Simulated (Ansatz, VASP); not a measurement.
AlN in VASP and in Ansatz

```
CELL_PARAMETERS angstrom
3.11100 0.00000 0.00000
-1.55550 2.69421 0.00000
0.00000 0.00000 4.97800
ATOMIC_POSITIONS crystal
Al 0.33333 0.66667 0.00000
Al 0.66667 0.33333 0.50000
N 0.33333 0.66667 0.38500
N 0.66667 0.33333 0.88500
```

Alike in both runs: task single point; functional PBE; k mesh 10 × 10 × 6; occupations fermi-dirac, width 0.03 eV; no spin polarisation.

```csv
,VASP,Ansatz
version,VASP 6.6.1,Ansatz 0.2.0
potentials or method,"VASP PAW PBE potentials, release 64 (Al, N), cutoff 520 eV","all-electron LAPW, scalar-relativistic"
```

|  | VASP | Ansatz | Ansatz less VASP |
| --- | --- | --- | --- |
| gap on the k mesh at the Fermi level (eV) | 4.16 | 4.16 | -0.004 |
| pressure (GPa) | 3.8 | 4.0 | +0.16 |
| traceless stress, the component that is largest in VASP (GPa) | -1.20 | -1.23 | -0.029 |
| rms of the force components (eV/Å) | 0.105 | 0.105 | -0.0001 |

Atom by atom the forces differ by 0.000 eV/Å (rms over components). Ansatz ran all-electron here, and VASP with PAW potentials.
